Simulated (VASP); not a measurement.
# Al (P3) in VASP: relaxation of cell and atoms with PBE

Aim: the relaxation of cell and atoms of Al with PBE.

Program: VASP 6.6.1. These are calculated values, not measurements. Logs are shortened: lines on timing, memory, paths and dates and some standing lists are left out, and cuts for length are marked.

### Step 1. The cell of the first run

Symmetry: P3, No. 143, trigonal system. The conventional cell has a = 4.971 Å, b = 4.971 Å, c = 4.432 Å, α = 90.00°, β = 90.00°, γ = 120.00°. Al (site symmetry 1) has 3 Al at 1.95 to 2.19 Å within 2.6 Å. Within 3.8 Å of Al (site symmetry 3) lie 15 Al at 2.92 to 3.53 Å. Al (site symmetry 3) has 3 Al at 1.95 Å within 2.6 Å.

### Step 2. Relaxation of cell and atoms, PBE

Contents of INCAR:

```
  PREC = Accurate
  ENCUT = 600
  EDIFF = 1E-7
  ISMEAR = 0
  SIGMA = 0.1
  LREAL = F
  LASPH = T
  NELM = 60
  ALGO = Normal
  ISIF = 3
  LWAVE = F
  LCHARG = F
  GGA = PE
  IBRION = 2
  NSW = 90
  EDIFFG = -0.04
```

Contents of KPOINTS:

```
Automatic mesh
0
Gamma
  6 6 4
```

Contents of POSCAR:

```
Al
1.0
    4.9710903486      0.0000000000      0.0000000000
   -2.4855451743      4.3050905264      0.0000000000
    0.0000000000      0.0000000000      4.4322139271
Al
5
Direct
    0.5000000000      0.4600700000      0.4600700000
    0.5399300000      0.0399300000      0.4600700000
    0.9600700000      0.5000000000      0.4600700000
    0.0000000000      0.0000000000      0.0000000000
    0.6666666667      0.3333333333      0.1250000000
```

Potentials or basis: VASP PAW PBE potentials, release 64 (Al).

Command:

```sh
$ cat potpaw_PBE.64/Al/POTCAR > POTCAR
$ mpirun -np 1 vasp_std > vasp.out
```

OUTCAR:

```text
PREC = Accurate
   ENCUT = 600
   EDIFF = 1E-7
   ISMEAR = 0
   LREAL = F
   LASPH = T
   NELM = 60
   ISIF = 3
   GGA = PE
   IBRION = 2
   NSW = 90
   EDIFFG = -0.04

 ion  position               nearest neighbor table
   1  0.500  0.460  0.460-   5 1.95   3 2.19   2 2.19   3 2.79   2 2.79   4 3.14   5 3.21   4 3.30

   2  0.540  0.040  0.460-   5 1.95   1 2.19   3 2.19   3 2.79   1 2.79   4 3.14   5 3.21   4 3.30

   3  0.960  0.500  0.460-   5 1.95   1 2.19   2 2.19   1 2.79   2 2.79   4 3.14   5 3.21   4 3.30

   4  0.000  0.000  0.000-   5 2.92   5 2.92   5 2.92   2 3.14   1 3.14   3 3.14   2 3.30   3 3.30
                             1 3.30
   5  0.667  0.333  0.125-   2 1.95   3 1.95   1 1.95   4 2.92   4 2.92   4 2.92   2 3.21   3 3.21
                             1 3.21

  LATTYP: Found a hexagonal cell.
 ALAT       =     4.9710903486
 C/A-ratio  =     0.8915979426

  Lattice vectors:

 A1 = (   4.9710903486,   0.0000000000,   0.0000000000)
 A2 = (  -2.4855451743,   4.3050905264,   0.0000000000)
 A3 = (   0.0000000000,   0.0000000000,   4.4322139271)

Analysis of symmetry for initial positions (statically):
=====================================================================
 Subroutine PRICEL returns:
 Original cell was already a primitive cell.

 Routine SETGRP: Setting up the symmetry group for a
 hexagonal supercell.

 Subroutine GETGRP returns: Found  3 space group operations
 (whereof  3 operations were pure point group operations)
 out of a pool of 24 trial point group operations.

The static configuration has the point symmetry C_3 .

Analysis of symmetry for dynamics (positions and initial velocities):
=====================================================================
 Subroutine PRICEL returns:
 Original cell was already a primitive cell.

 Routine SETGRP: Setting up the symmetry group for a
 hexagonal supercell.

 Subroutine GETGRP returns: Found  3 space group operations
 (whereof  3 operations were pure point group operations)
 out of a pool of 24 trial point group operations.

The dynamic configuration has the point symmetry C_3 .

 Subroutine INISYM returns: Found  3 space group operations
 (whereof  3 operations are pure point group operations),
 and found     1 'primitive' translations

----------------------------------------------------------------------------------------

                                     Primitive cell

  volume of cell :      94.8538

  direct lattice vectors                    reciprocal lattice vectors
     4.971090349  0.000000000  0.000000000     0.201163111  0.116141576  0.000000000
    -2.485545174  4.305090526  0.000000000     0.000000000  0.232283153  0.000000000
     0.000000000  0.000000000  4.432213927     0.000000000  0.000000000  0.225620879

  length of vectors
     4.971090349  4.971090349  4.432213927     0.232283153  0.232283153  0.225620879

  position of ions in fractional coordinates (direct lattice)
     0.500000000  0.460070000  0.460070000
     0.539930000  0.039930000  0.460070000
     0.960070000  0.500000000  0.460070000
     0.000000000  0.000000000  0.000000000
     0.666666667  0.333333333  0.125000000

  ion indices of the primitive-cell ions
   primitive index   ion index
                 1           1
                 2           2
                 3           3
                 4           4
                 5           5

----------------------------------------------------------------------------------------

 KPOINTS: Automatic mesh

Automatic generation of k-mesh.
 Grid dimensions read from file:
 generate k-points for:    6    6    4

 Generating k-lattice:

  Cartesian coordinates                     Fractional coordinates (reciprocal lattice)
     0.033527185  0.019356929  0.000000000     0.166666667  0.000000000  0.000000000
     0.000000000  0.038713859  0.000000000     0.000000000  0.166666667  0.000000000
     0.000000000  0.000000000  0.056405220     0.000000000  0.000000000  0.250000000

  Length of vectors
     0.038713859  0.038713859  0.056405220

  Shift w.r.t. Gamma in fractional coordinates (k-lattice)
     0.000000000  0.000000000  0.000000000

 Subroutine IBZKPT returns following result:
 ===========================================

 Found     30 irreducible k-points:

 Following reciprocal coordinates:
            Coordinates               Weight
  0.000000  0.000000  0.000000      1.000000
  0.166667 -0.000000  0.000000      6.000000
  0.333333  0.000000  0.000000      6.000000
  0.500000  0.000000  0.000000      3.000000
  0.166667  0.166667  0.000000      6.000000
  0.333333  0.166667  0.000000      6.000000
[... 16 lines left out ...]
  0.000000  0.000000  0.500000      1.000000
  0.166667 -0.000000  0.500000      6.000000
 [... further k-points ...]
   k-points           NKPTS =     30   k-points in BZ     NKDIM =     30   number of bands    NBANDS=     11
   number of dos      NEDOS =    301   number of ions     NIONS =      5
   total plane-waves  NPLWV =  57600
   dimension x,y,z NGX =    40 NGY =   40 NGZ =   36
   dimension x,y,z NGXF=    80 NGYF=   80 NGZF=   72
   ions per type =               5
   NGX,Y,Z   is equivalent  to a cutoff of  13.38, 13.38, 13.50 a.u.
   NGXF,Y,Z  is equivalent  to a cutoff of  26.75, 26.75, 27.01 a.u.
 SYSTEM =  unknown system
   PREC   = accura    normal or accurate (medium, high low for compatibility)
   ISTART =      0    job   : 0-new  1-cont  2-samecut
   ICHARG =      2    charge: 1-file 2-atom 10-const
   ISPIN  =      1    spin polarized calculation?
   LNONCOLLINEAR =      F non collinear calculations
   LSORBIT =      F    spin-orbit coupling
   LASPH  =      T    aspherical Exc in radial PAW
   ENCUT  =  600.0 eV  44.10 Ry    6.64 a.u.   9.93  9.93  8.85*2*pi/ulx,y,z
   NELM   =     60;   NELMIN=  2; NELMDL= -5     # of ELM steps
   EDIFF  = 0.1E-06   stopping-criterion for ELM
   LREAL  =      F    real-space projection
   EDIFFG = -.4E-01   stopping-criterion for IOM
   NSW    =     90    number of steps for IOM
   IBRION =      2    ionic relax: 0-MD 1-quasi-New 2-CG
   NFREE  =      1    steps in history (QN), initial steepest desc. (CG)
   ISIF   =      3    stress and relaxation
   ISYM   =      2    0-nonsym 1-usesym 2-fastsym
   POTIM  = 0.5000    time-step for ionic-motion
   TEBEG  =    0.0;   TEEND  =   0.0 temperature during run
   PSTRESS=    0.0 pullay stress
   NELECT =      15.0000    total number of electrons
   NUPDOWN=      -1.0000    fix difference up-down
   EMIN   =  10.00;   EMAX   =-10.00  energy-range for DOS
   EFERMI =   0.00;   METHOD = LEGACY
   ISMEAR =     0;   SIGMA  =   0.10  broadening in eV -4-tet -1-fermi 0-gaus
   EFERMI_NEDOS =   21; number of points for ismear=-14 and -15
   IALGO  =     38    algorithm
   IMIX   =      4    mixing-type and parameters
     AMIX     =   0.40;   BMIX     =  1.00
     AMIX_MAG =   1.60;   BMIX_MAG =  1.00
  volume/ion in A,a.u.               =      18.97       128.02
  Fermi-wavevector in a.u.,A,eV,Ry     =   0.885293  1.672961 10.663480  0.783744
  Thomas-Fermi vector in A             =   2.006307
   LORBIT       =      0    0 simple, 1 ext, 2 COOP (PROOUT), +10 PAW based schemes
   GGA     = PE    functional components
   LHFCALC =     F    Hartree Fock is set to
   AEXX    =    0.0000 exact exchange contribution
   IVDW    =     0    specifies the selected vdW correction
   LEPSILON=     F    determine dielectric tensor
   LRPA    =     F    only Hartree local field effects (RPA)
 conjugate gradient relaxation of ions
 non-spin polarized calculation
 Gauss-broadening in eV      SIGMA  =   0.10
  energy-cutoff  :      600.00
  volume of cell :       94.85
 maximum number of plane-waves:      3188
   NGX = 19   NGY = 19   NGZ = 17

--------------------------------------- Ionic step        1  -------------------------------------------

 number of electron      15.0000000 magnetization

 Free energy of the ion-electron system (eV)
  ---------------------------------------------------
  ext. energy  EPLUGINS =         0.00000000
  ---------------------------------------------------
  free energy    TOTEN  =        -8.52551614 eV

  energy without entropy =       -8.51005567  energy(sigma->0) =       -8.51778591

------------------------ aborting loop because EDIFF is reached ----------------------------------------

  FORCE on cell =-STRESS in cart. coord.  units (eV):
  Direction    XX          YY          ZZ          XY          YZ          ZX
  --------------------------------------------------------------------------------------
  -------------------------------------------------------------------------------------
  Total       18.8117357     18.8117357     22.4365707      0.0000000     -0.0000000      0.0000000
  in kB      317.7494392    317.7494392    378.9766065      0.0000001     -0.0000000      0.0000000
  external PRESSURE =     338.1584950 kB  Pullay stress =       0.0000000 kB
[... 98 lines left out ...]
  FREE ENERGIE OF THE ION-ELECTRON SYSTEM (eV)
  ---------------------------------------------------
  free  energy   TOTEN  =       -13.0826860914 eV

  energy  without entropy=      -13.0656536672  energy(sigma->0) =      -13.07416988

 E-fermi :   3.1179     XC(G=0):  -8.1814

 val. band max:        3.0924190752   @ k =   0.3333   0.1667   0.0000
 cond. band min:       3.1289902726   @ k =   0.3333   0.3333   0.2500
 fundamental gap:      0.0365711974
 Fermi energy:         3.1178577159

 k-point     1 :       0.0000    0.0000    0.0000
  band No.  band energies     occupation
      1      -5.2422      2.00000
      2      -1.6468      2.00000
      3       0.5778      2.00000
      4       0.9234      2.00000
      5       0.9234      2.00000
      6       1.2283      2.00000
      7       1.7008      2.00000
      8       1.7008      2.00000
      9       2.7036      2.00000
     10       6.0280      0.00000
     11       6.0992      0.00000
[... 309 lines left out ...]
 k-point    24 :       0.1667   -0.0000    0.5000
  band No.  band energies     occupation
      1      -4.5801      2.00000
      2      -2.7173      2.00000
      3      -0.6154      2.00000
      4       0.8929      2.00000
      5       1.0471      2.00000
      6       1.6344      2.00000
      7       2.5543      2.00000
      8       2.7237      2.00000
      9       3.0824      1.38354
     10       3.5882      0.00000
     11       4.0793      0.00000

 [... further k-points ...]

[... ionic steps 4 to 38 ...]

--------------------------------------- Ionic step       39  -------------------------------------------

 number of electron      15.0000000 magnetization

------------------------ aborting loop because EDIFF is reached ----------------------------------------

  FORCE on cell =-STRESS in cart. coord.  units (eV):
  Direction    XX          YY          ZZ          XY          YZ          ZX
  --------------------------------------------------------------------------------------
  -------------------------------------------------------------------------------------
  Total       -0.0813065     -0.0813065      0.0116174     -0.0000000      0.0000000     -0.0000000
  in kB       -1.3918581     -1.3918581      0.1988744     -0.0000000      0.0000000     -0.0000000
  external PRESSURE =      -0.8616139 kB  Pullay stress =       0.0000000 kB
[... 63 lines left out ...]
  energy  without entropy=      -18.2184631532  energy(sigma->0) =      -18.22101897

--------------------------------------- Ionic step       41  -------------------------------------------

 number of electron      15.0000000 magnetization

 Free energy of the ion-electron system (eV)
  ---------------------------------------------------
  ext. energy  EPLUGINS =         0.00000000
  ---------------------------------------------------
  free energy    TOTEN  =       -18.22399142 eV

  energy without entropy =      -18.21889252  energy(sigma->0) =      -18.22144197

 E-fermi :   6.5539     XC(G=0):  -9.6235

 val. band max:        6.5388564622   @ k =   0.1667  -0.0000   0.5000
 cond. band min:       6.6819904733   @ k =   0.1667  -0.0000   0.5000
 fundamental gap:      0.1431340111
 Fermi energy:         6.5539089742

 k-point     1 :       0.0000    0.0000    0.0000
  band No.  band energies     occupation
      1      -3.8775      2.00000
      2       2.9313      2.00000
      3       3.2613      2.00000
      4       3.2643      2.00000
      5       3.7364      2.00000
      6       3.7364      2.00000
      7       5.0079      2.00000
      8       5.0079      2.00000
      9       5.3981      2.00000
     10       9.3129      0.00000
     11       9.9502      0.00000
[... 309 lines left out ...]
 k-point    24 :       0.1667   -0.0000    0.5000
  band No.  band energies     occupation
      1      -2.3582      2.00000
      2      -1.2931      2.00000
      3       2.8577      2.00000
      4       3.7018      2.00000
      5       4.1004      2.00000
      6       4.7301      2.00000
      7       4.9213      2.00000
      8       6.5389      1.16858
      9       6.6820      0.07009
     10       7.5265      0.00000
     11       8.1122      0.00000

 [... further k-points ...]
[... 5 lines left out ...]
  --------------------------------------------------------------------------------------
  -------------------------------------------------------------------------------------
  Total        0.0626253      0.0626253      0.0869465      0.0000000      0.0000000      0.0000000
  in kB        1.0753932      1.0753932      1.4930337      0.0000000      0.0000000      0.0000000
  external PRESSURE =       1.2146067 kB  Pullay stress =       0.0000000 kB
[... 20 lines left out ...]
  FREE ENERGIE OF THE ION-ELECTRON SYSTEM (eV)
  ---------------------------------------------------
  free  energy   TOTEN  =       -18.2239914198 eV

  energy  without entropy=      -18.2188925159  energy(sigma->0) =      -18.22144197

 reached required accuracy - stopping structural energy minimisation
```

Run time: 11 min. Hardware: 1 thread of Intel Xeon Platinum 8488C (Sapphire Rapids), shared host; peak memory 0.23 GiB.

Results:

```yaml
Free_energy: -18.2240 eV
Relaxed_volume: 18.66 Å³/atom
Relaxed_cell: a = 4.876 Å, b = 4.876 Å, c = 4.532 Å, α = 90.00°, β = 90.00°, γ = 120.00°
Space_group_after_relaxing_to_0.05_Å: P-62m (No. 189)
Energy_gained_by_relaxing: 1939.7 meV/atom
Ionic_steps: 41
Pressure_after_relaxing: 0.1 GPa
Largest_force_after_relaxing: 0.026 eV/Å
```

Forces on the atoms (eV/Å):
```
Al  -0.007  0.005  0.002
Al  -0.001 -0.009  0.002
Al   0.008  0.003  0.002
Al   0.000  0.000  0.019
Al   0.000  0.000 -0.026
```

Step by step:
| step | energy change (eV) | largest force (eV/Å) | pressure (GPa) | volume (Å³) |
| --- | --- | --- | --- | --- |
| 1 | 0.0000 | 20.2212 | 33.82 | 94.85 |
| 3 | -4.5572 | 5.2233 | -1.06 | 149.35 |
| 5 | -7.8440 | 1.3249 | -3.36 | 116.31 |
| 7 | -7.9321 | 1.0748 | -2.38 | 113.22 |
| 9 | -7.9386 | 1.2424 | -2.04 | 112.40 |
| 11 | -8.3028 | 0.6478 | 0.67 | 103.53 |
| 13 | -8.3389 | 0.2850 | 0.05 | 104.20 |
| 15 | -8.3589 | 0.3322 | -0.11 | 104.13 |
| 17 | -8.5680 | 0.7061 | -1.46 | 103.88 |
| 19 | -8.7491 | 1.5058 | -1.31 | 102.89 |
| 21 | -9.0947 | 0.7290 | -3.40 | 103.05 |
| 23 | -9.1639 | 0.7754 | -4.10 | 103.19 |
| 25 | -9.1784 | 0.7710 | -3.93 | 102.85 |
| 27 | -9.1998 | 0.7579 | -3.56 | 102.17 |
| 29 | -9.2951 | 0.7368 | -3.10 | 100.59 |
| 31 | -9.5570 | 0.5727 | -0.30 | 94.32 |
| 33 | -9.5877 | 0.6317 | 1.25 | 91.96 |
| 35 | -9.6208 | 0.5587 | 1.22 | 91.87 |
| 37 | -9.6834 | 0.1720 | 0.09 | 93.30 |
| 39 | -9.6975 | 0.1009 | -0.09 | 93.59 |
| 41 | -9.6985 | 0.0263 | 0.12 | 93.30 |

Final structure:
```yaml
crystal:
  lattice:
    - [4.87551, 0.00000, 0.00000]
    - [-2.43776, 4.22232, 0.00000]
    - [0.00000, 0.00000, 4.53234]
  atoms:
    - { symbol: Al, position: [0.33343, 0.33861, 0.50099] }
    - { symbol: Al, position: [0.66139, 0.99482, 0.50099] }
    - { symbol: Al, position: [0.00518, 0.66657, 0.50099] }
    - { symbol: Al, position: [0.00000, 0.00000, 0.00025] }
    - { symbol: Al, position: [0.66667, 0.33333, 0.00199] }
```

Caveat: the bands computed are all filled at some k points, so no gap is given.
